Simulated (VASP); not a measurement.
# Re in VASP: single point with PBE

Aim: the single point of Re with PBE.

Program: VASP 6.6.1. These are calculated values, not measurements. Logs are shortened: lines on timing, memory, paths and dates and some standing lists are left out, and cuts for length are marked.

### Step 1. The cell of the first run

The cell holds a wire with vacuum, 2 atoms: a = 10.100 Å, b = 9.300 Å, c = 3.192 Å, α = 90.00°, β = 90.00°, γ = 90.00°.

### Step 2. Single point, PBE, collinear spin, ferromagnetic start

Contents of INCAR:

```
SYSTEM = Re
  ALGO = Normal
  EDIFF = 1E-6
  ENCUT = 520
  GGA = PE
  ISIF = 2
  ISMEAR = 0
  ISPIN = 2
  LASPH = .True.
  LCHARG = .False.
  LMAXMIX = 4
  LORBIT = 11
  LREAL = .False.
  LWAVE = .False.
  MAGMOM = 1.5 1.5
  NBANDS = 18
  NELM = 150
  PREC = Accurate
  SIGMA = 0.05
```

Contents of KPOINTS:

```
k-points
0
Gamma
  1 1 15
  0 0 0
```

Contents of POSCAR:

```
Re
1.0
   10.1000000000      0.0000000000      0.0000000000
    0.0000000000      9.3000000000      0.0000000000
    0.0000000000      0.0000000000      3.1915519930
Re
2
Direct
    0.4228659046      0.5000000000      0.0000000000
    0.5771340954      0.5000000000      0.5000000000
```

Potentials or basis: VASP PAW PBE potentials, release 64 (Re).

Run with:

```console
$ cat potpaw_PBE.64/Re/POTCAR > POTCAR
$ mpirun -np 1 vasp_std > vasp.out
```

OUTCAR:

```text
SYSTEM = Re
   EDIFF = 1E-6
   ENCUT = 520
   GGA = PE
   ISIF = 2
   ISMEAR = 0
   ISPIN = 2
   LASPH = .True.
   LORBIT = 11
   LREAL = .False.
   NELM = 150
   PREC = Accurate

 ion  position               nearest neighbor table
   1  0.423  0.500  0.000-   2 2.23   2 2.23
   2  0.577  0.500  0.500-   1 2.23   1 2.23

  LATTYP: Found a simple orthorhombic cell.
 ALAT       =     3.1915519930
 B/A-ratio  =     2.9139428154
 C/A-ratio  =     3.1646045630

  Lattice vectors:

 A1 = (   0.0000000000,   0.0000000000,  -3.1915519930)
 A2 = (   0.0000000000,   9.3000000000,   0.0000000000)
 A3 = (  10.1000000000,   0.0000000000,   0.0000000000)

Analysis of symmetry for initial positions (statically):
=====================================================================
 Subroutine PRICEL returns:
 Original cell was already a primitive cell.

 Routine SETGRP: Setting up the symmetry group for a
 simple orthorhombic supercell.

 Subroutine GETGRP returns: Found  8 space group operations
 (whereof  4 operations were pure point group operations)
 out of a pool of  8 trial point group operations.

The static configuration has the point symmetry C_2v.
 The point group associated with its full space group is D_2h.

Analysis of symmetry for dynamics (positions and initial velocities):
=====================================================================
 Subroutine PRICEL returns:
 Original cell was already a primitive cell.

 Routine SETGRP: Setting up the symmetry group for a
 simple orthorhombic supercell.

 Subroutine GETGRP returns: Found  8 space group operations
 (whereof  4 operations were pure point group operations)
 out of a pool of  8 trial point group operations.

The dynamic configuration has the point symmetry C_2v.
 The point group associated with its full space group is D_2h.

Analysis of structural, dynamic, and magnetic symmetry:
=====================================================================
 Subroutine PRICEL returns:
 Original cell was already a primitive cell.

 Routine SETGRP: Setting up the symmetry group for a
 simple orthorhombic supercell.

 Subroutine GETGRP returns: Found  8 space group operations
 (whereof  4 operations were pure point group operations)
 out of a pool of  8 trial point group operations.

The overall configuration has the point symmetry C_2v.
 The point group associated with its full space group is D_2h.

 Subroutine INISYM returns: Found  8 space group operations
 (whereof  4 operations are pure point group operations),
 and found     1 'primitive' translations
[... 102 lines left out ...]
   LORBIT       =     11    0 simple, 1 ext, 2 COOP (PROOUT), +10 PAW based schemes
   GGA     = PE    functional components
   LHFCALC =     F    Hartree Fock is set to
   AEXX    =    0.0000 exact exchange contribution
   IVDW    =     0    specifies the selected vdW correction
   LEPSILON=     F    determine dielectric tensor
   LRPA    =     F    only Hartree local field effects (RPA)
 spin polarized calculation
 Gauss-broadening in eV      SIGMA  =   0.05
  energy-cutoff  :      520.00
  volume of cell :      299.78
 maximum number of plane-waves:      8104
 NGX is ok and might be reduce to    80
   NGX = 37   NGY = 35   NGZ = 11

 number of electron      13.9999999 magnetization       0.9346182

 Free energy of the ion-electron system (eV)
  ---------------------------------------------------
  ext. energy  EPLUGINS =         0.00000000
  ---------------------------------------------------
  free energy    TOTEN  =       -17.48273488 eV

  energy without entropy =      -17.48226248  energy(sigma->0) =      -17.48249868

 E-fermi :  -2.8494     XC(G=0):  -3.0405

 val. band max:       -2.9166027862   @ k =   0.0000   0.0000   0.0000
 cond. band min:      -2.7709365907   @ k =   0.0000   0.0000   0.4667
 fundamental gap:      0.1456661954
 Fermi energy:        -2.8494231148

 spin component 1

 k-point     1 :       0.0000    0.0000    0.0000
  band No.  band energies     occupation
      1      -8.6537      1.00000
      2      -8.4916      1.00000
      3      -6.8886      1.00000
      4      -5.5838      1.00000
      5      -5.5260      1.00000
      6      -4.7281      1.00000
[... 144 lines left out ...]
      4      -5.9557      1.00000
      5      -4.7034      1.00000
      6      -4.3301      1.00000
[... 10 lines left out ...]
     17       3.8690      0.00000
     18       4.6333      0.00000
 Fermi energy:        -2.8494231148

 spin component 2

 k-point     1 :       0.0000    0.0000    0.0000
  band No.  band energies     occupation
      1      -8.6046      1.00000
      2      -8.4262      1.00000
      3      -6.8166      1.00000
      4      -5.3659      1.00000
      5      -4.9303      1.00000
      6      -4.5530      1.00000
[... 145 lines left out ...]
      5      -4.6044      1.00000
      6      -4.0805      1.00000
[... 10 lines left out ...]
     17       3.9884      0.00000
     18       4.7278      0.00000

------------------------ aborting loop because EDIFF is reached ----------------------------------------

  FORCE on cell =-STRESS in cart. coord.  units (eV):
  Direction    XX          YY          ZZ          XY          YZ          ZX
  --------------------------------------------------------------------------------------
  -------------------------------------------------------------------------------------
  Total       -0.6645101     -0.0596109     -1.2356723      0.0000000      0.0000000      0.0000000
  in kB       -3.5514518     -0.3185886     -6.6040089      0.0000000      0.0000000      0.0000000
  external PRESSURE =      -3.4913498 kB  Pullay stress =       0.0000000 kB

 VOLUME and BASIS-vectors are now :
 -----------------------------------------------------------------------------
  energy-cutoff  :      520.00
  volume of cell :      299.78
      direct lattice vectors                 reciprocal lattice vectors
    10.100000000  0.000000000  0.000000000     0.099009901  0.000000000  0.000000000
     0.000000000  9.300000000  0.000000000     0.000000000  0.107526882  0.000000000
     0.000000000  0.000000000  3.191551993     0.000000000  0.000000000  0.313327184

 POSITION                                       TOTAL-FORCE (eV/Angst)
 -----------------------------------------------------------------------------------
      4.27095      4.65000      0.00000         0.482582      0.000000      0.000000
      5.82905      4.65000      1.59578        -0.482582      0.000000      0.000000
 -----------------------------------------------------------------------------------
    total drift:                                0.000000     -0.000000     -0.000000

  FREE ENERGIE OF THE ION-ELECTRON SYSTEM (eV)
  ---------------------------------------------------
  free  energy   TOTEN  =       -17.4827348841 eV

  energy  without entropy=      -17.4822624809  energy(sigma->0) =      -17.48249868

 total charge

# of ion       s       p       d       tot
------------------------------------------
    1        0.746   0.280   5.010   6.036
    2        0.746   0.280   5.010   6.036
--------------------------------------------------
tot          1.493   0.560  10.020  12.072

 magnetization (x)

# of ion       s       p       d       tot
------------------------------------------
    1        0.067   0.003   0.265   0.335
    2        0.067   0.003   0.265   0.335
--------------------------------------------------
tot          0.133   0.006   0.530   0.669
```

Wall time 1.8 min (1 thread of AMD EPYC 9R45 (Zen 5), shared host); peak memory 0.44 GiB.

Results:

```yaml
Free_energy: -17.4827 eV
Largest_force: 0.483 eV/Å
Net_moment: 0.93 μB per cell
Site_moments: Re +0.34 μB
Valence_electrons_inside_the_program's_atomic_spheres: Re 6.04
```

Forces on the atoms (eV/Å):
```
Re   0.483  0.000  0.000
Re  -0.483  0.000  0.000
```

Levels at points of the mesh, in eV from the Fermi level:
Spin up:
| k point | band 3 | band 4 | band 5 | band 6 | band 7 | band 8 | band 9 | band 10 | band 11 | band 12 |
| --- | --- | --- | --- | --- | --- | --- | --- | --- | --- | --- |
| (0.00, 0.00, 0.00) | -4.04 | -2.73 | -2.68 | -1.88 | -0.60 | -0.41 | 0.50 | 1.13 | 1.21 | 1.72 |
Spin down:
```tsv
k point	band 2	band 3	band 4	band 5	band 6	band 7	band 8	band 9	band 10	band 11
(0.00, 0.00, 0.00)	-5.58	-3.97	-2.52	-2.08	-1.70	-0.30	-0.07	1.10	1.25	1.55
```

Caveat: spin-orbit coupling is left out, which moves the levels of the heavy elements.
